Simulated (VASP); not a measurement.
# Ag3Os (P-6m2) in VASP: notebook

Ag3Os is run at these levels: PBE; tasks: single point.

Program: VASP 6.6.1. These are calculated values, not measurements. Logs are shortened: lines on timing, memory, paths and dates and some standing lists are left out, and cuts for length are marked.

### Step 1. The cell of the first run

It takes space group P-6m2 (No. 187, hexagonal). The conventional cell has a = 2.750 Å, b = 2.750 Å, c = 9.520 Å, α = 90.00°, β = 90.00°, γ = 120.00°. Within 3.6 Å of Ag (site symmetry -6m2) lie 12 Ag at 2.75 to 2.88 Å. Within 3.6 Å of Ag (site symmetry 3m) lie 9 Ag at 2.75 to 2.88 Å and 3 Os at 2.84 Å. Os (site symmetry -6m2) has 6 Os at 2.75 Å and 6 Ag at 2.84 Å within 3.6 Å.

### Step 2. Single point, PBE (15.58 Å³/atom)

Input file INCAR:

```
PREC = Accurate
ENCUT = 520
EDIFF = 1E-6
ISMEAR = 0
SIGMA = 0.1
LREAL = F
LASPH = T
NELM = 80
ALGO = Fast
ISIF = 2
LWAVE = F
LCHARG = T
GGA = PE
LELF = T
LVHAR = T
NBANDS = 28
```

Input file KPOINTS:

```
regular mesh
0
Gamma
  12 12 4
```

Input file POSCAR:

```
Ag3Os
1.0
    2.7496648407      0.0000000000      0.0000000000
   -1.3748324203      2.3812796039      0.0000000000
    0.0000000000      0.0000000000      9.5195067465
Ag Os
3 1
Direct
    0.0000000000      0.0000000000      0.0000000000
    0.6666666667      0.3333333333      0.7476675274
    0.6666666667      0.3333333333      0.2523324726
    0.0000000000      0.0000000000      0.5000000000
```

Potentials or basis: VASP PAW PBE potentials, release 64 (Ag, Os).

Started as:

```
$ cat potpaw_PBE.64/Ag/POTCAR potpaw_PBE.64/Os/POTCAR > POTCAR
$ mpirun -np 1 vasp_std > vasp.out
```

OUTCAR:

```text
PREC = Accurate
   ENCUT = 520
   EDIFF = 1E-6
   ISMEAR = 0
   LREAL = F
   LASPH = T
   NELM = 80
   ISIF = 2
   GGA = PE

 ion  position               nearest neighbor table
   1  0.000  0.000  0.000-   2 2.88   3 2.88   2 2.88   3 2.88   2 2.88   3 2.88
   2  0.667  0.333  0.748-   4 2.84   4 2.84   4 2.84   1 2.88   1 2.88   1 2.88
   3  0.667  0.333  0.252-   4 2.84   4 2.84   4 2.84   1 2.88   1 2.88   1 2.88
   4  0.000  0.000  0.500-   2 2.84   3 2.84   2 2.84   3 2.84   2 2.84   3 2.84

  LATTYP: Found a hexagonal cell.
 ALAT       =     2.7496648407
 C/A-ratio  =     3.4620607594

  Lattice vectors:

 A1 = (   2.7496648407,   0.0000000000,   0.0000000000)
 A2 = (  -1.3748324203,   2.3812796039,   0.0000000000)
 A3 = (   0.0000000000,   0.0000000000,   9.5195067465)

Analysis of symmetry for initial positions (statically):
=====================================================================
 Subroutine PRICEL returns:
 Original cell was already a primitive cell.

 Routine SETGRP: Setting up the symmetry group for a
 hexagonal supercell.

 Subroutine GETGRP returns: Found 12 space group operations
 (whereof 12 operations were pure point group operations)
 out of a pool of 24 trial point group operations.

The static configuration has the point symmetry D_3h.

Analysis of symmetry for dynamics (positions and initial velocities):
=====================================================================
 Subroutine PRICEL returns:
 Original cell was already a primitive cell.

 Routine SETGRP: Setting up the symmetry group for a
 hexagonal supercell.

 Subroutine GETGRP returns: Found 12 space group operations
 (whereof 12 operations were pure point group operations)
 out of a pool of 24 trial point group operations.

The dynamic configuration has the point symmetry D_3h.

 Subroutine INISYM returns: Found 12 space group operations
 (whereof 12 operations are pure point group operations),
 and found     1 'primitive' translations

----------------------------------------------------------------------------------------

                                     Primitive cell

  volume of cell :      62.3311

  direct lattice vectors                    reciprocal lattice vectors
     2.749664841  0.000000000  0.000000000     0.363680688  0.209971143  0.000000000
    -1.374832420  2.381279604  0.000000000     0.000000000  0.419942286  0.000000000
     0.000000000  0.000000000  9.519506746     0.000000000  0.000000000  0.105047460

  length of vectors
     2.749664841  2.749664841  9.519506746     0.419942286  0.419942286  0.105047460

  position of ions in fractional coordinates (direct lattice)
     0.000000000  0.000000000  0.000000000
     0.666666667  0.333333333  0.747667527
     0.666666667  0.333333333  0.252332473
     0.000000000  0.000000000  0.500000000

  ion indices of the primitive-cell ions
   primitive index   ion index
                 1           1
                 2           2
                 3           3
                 4           4

----------------------------------------------------------------------------------------

 KPOINTS: regular mesh

Automatic generation of k-mesh.
 Grid dimensions read from file:
 generate k-points for:   12   12    4

 Generating k-lattice:

  Cartesian coordinates                     Fractional coordinates (reciprocal lattice)
     0.030306724  0.017497595  0.000000000     0.083333333  0.000000000  0.000000000
     0.000000000  0.034995190  0.000000000     0.000000000  0.083333333  0.000000000
     0.000000000  0.000000000  0.026261865     0.000000000  0.000000000  0.250000000

  Length of vectors
     0.034995190  0.034995190  0.026261865

  Shift w.r.t. Gamma in fractional coordinates (k-lattice)
     0.000000000  0.000000000  0.000000000

 Subroutine IBZKPT returns following result:
 ===========================================

 Found     57 irreducible k-points:

 Following reciprocal coordinates:
            Coordinates               Weight
  0.000000  0.000000  0.000000      1.000000
  0.083333  0.000000  0.000000      6.000000
  0.166667 -0.000000  0.000000      6.000000
  0.250000 -0.000000  0.000000      6.000000
  0.333333  0.000000  0.000000      6.000000
  0.416667 -0.000000  0.000000      6.000000
[... 16 lines left out ...]
  0.250000 -0.000000  0.250000     12.000000
  0.333333  0.000000  0.250000     12.000000
 [... further k-points ...]
   k-points           NKPTS =     57   k-points in BZ     NKDIM =     57   number of bands    NBANDS=     28
   number of dos      NEDOS =    301   number of ions     NIONS =      4
   total plane-waves  NPLWV =  28800
   dimension x,y,z NGX =    20 NGY =   20 NGZ =   72
   dimension x,y,z NGXF=    40 NGYF=   40 NGZF=  144
   ions per type =               3   1
   NGX,Y,Z   is equivalent  to a cutoff of  12.09, 12.09, 12.57 a.u.
   NGXF,Y,Z  is equivalent  to a cutoff of  24.18, 24.18, 25.15 a.u.
 SYSTEM =  unknown system
   PREC   = accura    normal or accurate (medium, high low for compatibility)
   ISTART =      0    job   : 0-new  1-cont  2-samecut
   ICHARG =      2    charge: 1-file 2-atom 10-const
   ISPIN  =      1    spin polarized calculation?
   LNONCOLLINEAR =      F non collinear calculations
   LSORBIT =      F    spin-orbit coupling
   LASPH  =      T    aspherical Exc in radial PAW
   ENCUT  =  520.0 eV  38.22 Ry    6.18 a.u.   5.11  5.11 17.70*2*pi/ulx,y,z
   NELM   =     80;   NELMIN=  2; NELMDL= -5     # of ELM steps
   EDIFF  = 0.1E-05   stopping-criterion for ELM
   LREAL  =      F    real-space projection
   EDIFFG = 0.1E-04   stopping-criterion for IOM
   NSW    =      0    number of steps for IOM
   IBRION =     -1    ionic relax: 0-MD 1-quasi-New 2-CG
   NFREE  =      0    steps in history (QN), initial steepest desc. (CG)
   ISIF   =      2    stress and relaxation
   ISYM   =      2    0-nonsym 1-usesym 2-fastsym
   POTIM  = 0.5000    time-step for ionic-motion
   TEBEG  =    0.0;   TEEND  =   0.0 temperature during run
   PSTRESS=    0.0 pullay stress
   NELECT =      41.0000    total number of electrons
   NUPDOWN=      -1.0000    fix difference up-down
   EMIN   =  10.00;   EMAX   =-10.00  energy-range for DOS
   EFERMI =   0.00;   METHOD = LEGACY
   ISMEAR =     0;   SIGMA  =   0.10  broadening in eV -4-tet -1-fermi 0-gaus
   EFERMI_NEDOS =   21; number of points for ismear=-14 and -15
   IALGO  =     68    algorithm
   IMIX   =      4    mixing-type and parameters
     AMIX     =   0.40;   BMIX     =  1.00
     AMIX_MAG =   1.60;   BMIX_MAG =  1.00
  volume/ion in A,a.u.               =      15.58       105.16
  Fermi-wavevector in a.u.,A,eV,Ry     =   1.423753  2.690503 27.579988  2.027072
  Thomas-Fermi vector in A             =   2.544317
   LORBIT       =      0    0 simple, 1 ext, 2 COOP (PROOUT), +10 PAW based schemes
   GGA     = PE    functional components
   LHFCALC =     F    Hartree Fock is set to
   AEXX    =    0.0000 exact exchange contribution
   IVDW    =     0    specifies the selected vdW correction
   LEPSILON=     F    determine dielectric tensor
   LRPA    =     F    only Hartree local field effects (RPA)
 non-spin polarized calculation
 RMM-DIIS sequential band-by-band and
 Gauss-broadening in eV      SIGMA  =   0.10
  energy-cutoff  :      520.00
  volume of cell :       62.33
 maximum number of plane-waves:      1703
   NGX = 11   NGY = 11   NGZ = 35

 number of electron      41.0000003 magnetization

 Free energy of the ion-electron system (eV)
  ---------------------------------------------------
  ext. energy  EPLUGINS =         0.00000000
  ---------------------------------------------------
  free energy    TOTEN  =       -17.72599663 eV

  energy without entropy =      -17.71508820  energy(sigma->0) =      -17.72054241

 E-fermi :   9.2758     XC(G=0): -12.9267

 val. band max:        9.2406507488   @ k =   0.3333   0.0833   0.2500
 cond. band min:       9.3064152456   @ k =   0.5000  -0.0000   0.5000
 fundamental gap:      0.0657644968
 Fermi energy:         9.2757623368

 k-point     1 :       0.0000    0.0000    0.0000
  band No.  band energies     occupation
      1       0.3107      2.00000
      2       1.8503      2.00000
      3       2.0805      2.00000
      4       2.1978      2.00000
      5       3.8627      2.00000
      6       4.1251      2.00000
[... 20 lines left out ...]
     27      21.1999      0.00000
     28      24.5400      0.00000

 k-point     2 :       0.0833    0.0000    0.0000
  band No.  band energies     occupation
      1       0.5526      2.00000
      2       2.0707      2.00000
      3       2.2796      2.00000
      4       2.3528      2.00000
      5       3.8318      2.00000
      6       3.9619      2.00000
[... 20 lines left out ...]
     27      21.2863      0.00000
     28      24.9352      0.00000

 k-point     3 :       0.1667   -0.0000    0.0000
  band No.  band energies     occupation
      1       1.2188      2.00000
      2       2.5830      2.00000
      3       2.7136      2.00000
      4       2.7543      2.00000
      5       3.6801      2.00000
      6       3.7204      2.00000
[... 20 lines left out ...]
     27      21.4809      0.00000
     28      23.3180      0.00000

 k-point     4 :       0.2500   -0.0000    0.0000
  band No.  band energies     occupation
      1       2.0726      2.00000
      2       2.7441      2.00000
      3       2.8995      2.00000
      4       2.9081      2.00000
      5       3.4655      2.00000
      6       3.6323      2.00000
[... 578 lines left out ...]
     27      23.1117      0.00000
     28      23.4331      0.00000

 k-point    23 :       0.2500   -0.0000    0.2500
  band No.  band energies     occupation
      1       2.1111      2.00000
      2       2.6128      2.00000
      3       2.8615      2.00000
      4       3.0420      2.00000
      5       3.4708      2.00000
      6       3.6649      2.00000
[... 20 lines left out ...]
     27      20.2630      0.00000
     28      21.6863      0.00000

 k-point    24 :       0.3333    0.0000    0.2500
  band No.  band energies     occupation
      1       2.4615      2.00000
      2       2.5084      2.00000
      3       2.6823      2.00000
      4       2.8449      2.00000
      5       3.2125      2.00000
      6       3.4930      2.00000
[... 20 lines left out ...]
     27      18.3671      0.00000
     28      19.9353      0.00000

 [... further k-points ...]

------------------------ aborting loop because EDIFF is reached ----------------------------------------

  FORCE on cell =-STRESS in cart. coord.  units (eV):
  Direction    XX          YY          ZZ          XY          YZ          ZX
  --------------------------------------------------------------------------------------
  -------------------------------------------------------------------------------------
  Total        3.9605783      3.9605783      3.9909404      0.0000000     -0.0000000      0.0000000
  in kB      101.8039406    101.8039406    102.5843762      0.0000000     -0.0000000      0.0000000
  external PRESSURE =     102.0640858 kB  Pullay stress =       0.0000000 kB

 VOLUME and BASIS-vectors are now :
 -----------------------------------------------------------------------------
  energy-cutoff  :      520.00
  volume of cell :       62.33
      direct lattice vectors                 reciprocal lattice vectors
     2.749664841  0.000000000  0.000000000     0.363680688  0.209971143  0.000000000
    -1.374832420  2.381279604  0.000000000     0.000000000  0.419942286  0.000000000
     0.000000000  0.000000000  9.519506746     0.000000000  0.000000000  0.105047460

 POSITION                                       TOTAL-FORCE (eV/Angst)
 -----------------------------------------------------------------------------------
      0.00000      0.00000      0.00000        -0.000000      0.000000      0.000000
      1.37483      0.79376      7.11743         0.000000      0.000000      0.000734
      1.37483      0.79376      2.40208         0.000000     -0.000000     -0.000734
      0.00000      0.00000      4.75975        -0.000000      0.000000      0.000000
 -----------------------------------------------------------------------------------
    total drift:                                0.000000     -0.000000      0.000000

  FREE ENERGIE OF THE ION-ELECTRON SYSTEM (eV)
  ---------------------------------------------------
  free  energy   TOTEN  =       -17.7259966291 eV

  energy  without entropy=      -17.7150881982  energy(sigma->0) =      -17.72054241
```

Wall time 45 s (1 thread of Intel Xeon 6975P-C (Granite Rapids), shared host); peak memory 0.22 GiB.

Results:

* Free energy: -17.7260 eV
* Pressure: 10.2 GPa
* Band gap on the k mesh: zero (an odd number of electrons rules out a gap without spin polarisation)

Stress tensor (GPa, compression positive):
```
10.18  0.00  0.00
 0.00 10.18  0.00
 0.00  0.00 10.26
```

Caveat: the cell stands under pressure; spin-orbit coupling is left out, which moves the levels of the heavy elements.

### Step 3. Single point, PBE (16.08 Å³/atom)

This run uses another cell than the first one, of 16.08 Å³/atom.

Input file INCAR:

```
SYSTEM = Ag3Os
ALGO = Normal ; EDIFF = 1E-6
ENCUT = 520 ; GGA = PE
ISIF = 2 ; ISMEAR = 0
LASPH = .True. ; LCHARG = .False.
LREAL = .False. ; LWAVE = .False.
NBANDS = 28 ; NELM = 100
PREC = Accurate ; SIGMA = 0.1
```

Input file KPOINTS:

```
k-points
0
Gamma
  12 12 4
  0 0 0
```

Input file POSCAR:

```
Ag3Os
1.0
    2.7727069950      0.0000000000      0.0000000000
   -1.3863534975      2.4012346949      0.0000000000
    0.0000000000      0.0000000000      9.6607288203
Ag Os
3 1
Direct
    0.0000000000      0.0000000000      0.0000000000
    0.6666666667      0.3333333333      0.7466206074
    0.6666666667      0.3333333333      0.2533793926
    0.0000000000      0.0000000000      0.5000000000
```

Potentials or basis: VASP PAW PBE potentials, release 64 (Ag, Os).

Started as:

```
$ cat potpaw_PBE.64/Ag/POTCAR potpaw_PBE.64/Os/POTCAR > POTCAR
$ mpirun -np 1 vasp_std > vasp.out
```

Run time: 43 s. Hardware: 1 thread of Intel Xeon 6975P-C (Granite Rapids), shared host; peak memory 0.24 GiB.

The run converged. Its results:

```yaml
Free_energy: -17.8172 eV
Pressure: 4.5 GPa
Band_gap_on_the_k_mesh: zero (an odd number of electrons rules out a gap without spin polarisation)
```

Levels at points of the mesh, in eV from the Fermi level:
| k point | band 17 | band 18 | band 19 | band 20 | band 21 | band 22 | band 23 | band 24 |
| --- | --- | --- | --- | --- | --- | --- | --- | --- |
| (0.00, 0.00, 0.00) | -3.58 | -3.36 | -3.36 | -1.74 | -1.74 | -0.97 | 0.80 | 0.80 |
| (0.50, 0.00, 0.00) | -2.53 | -1.39 | 0.05 | 0.91 | 0.97 | 1.02 | 2.69 | 3.21 |
| (0.00, 0.00, 0.50) | -3.40 | -3.40 | -2.90 | -2.36 | -1.73 | -1.73 | 0.80 | 0.80 |
| (0.50, 0.00, 0.50) | -2.32 | -1.34 | 0.04 | 0.20 | 0.91 | 1.68 | 2.69 | 3.36 |

Caveat: the cell stands under pressure; spin-orbit coupling is left out, which moves the levels of the heavy elements.

(Part 1 of 2 ends here.)
